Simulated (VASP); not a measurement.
**CaO: single point with PBEsol**

CaO:

```
Ca O
1.0
    -0.01192    2.37762    2.37762
     2.37762   -0.01192    2.37762
     2.37762    2.37762   -0.01192
Ca O
1 1
Direct
  0.00000 0.00000 0.00000
  0.50000 0.50000 0.50000
```

This cell differs from its parent crystal: equal xy, yz and zx engineering shears of -0.5 %.

```yaml
Program: VASP 6.6.1
Task: single point
Functional: PBEsol
Potentials_or_basis: VASP PAW PBE potentials, release 64 (Ca_sv, O)
Cutoff: 520 eV
k_mesh: 10 × 10 × 10
Occupations: gaussian, width 0.01 eV
Spin: no spin polarisation
```

```json
{
 "Pressure": "0.6 GPa",
 "Band gap on the k mesh": "3.50 eV (least direct gap 3.88 eV)"
}
```

Stress tensor (GPa, compression positive):
```
0.61 0.38 0.38
0.38 0.61 0.38
0.38 0.38 0.61
```

Levels at points of the mesh, in eV from the valence-band top:
```
           k point  band 5  band 6  band 7  band 8  band 9  band 10  band 11  band 12
(0.00, 0.00, 0.00)  -15.51   -0.03   -0.03    0.00    4.75     6.21     6.21     6.29
(0.50, 0.00, 0.00)  -14.16   -2.77   -1.30   -1.26    7.11     8.45     8.50     8.52
(0.50, 0.50, 0.00)  -15.26   -1.33   -0.40   -0.38    3.50     8.21     9.05     9.74
(0.50, 0.50, 0.50)  -14.16   -2.77   -1.31   -1.31    7.13     8.50     8.52     8.52
```

Wall time 84 s on 1 thread of Intel Xeon 8259CL (shared host), peak memory 0.19 GiB.

Caveat: the cell differs from its parent crystal (equal xy, yz and zx engineering shears of -0.5 %); the PAW data sets were made with another functional, which shifts forces and pressure a little. A k mesh can miss the band edges.
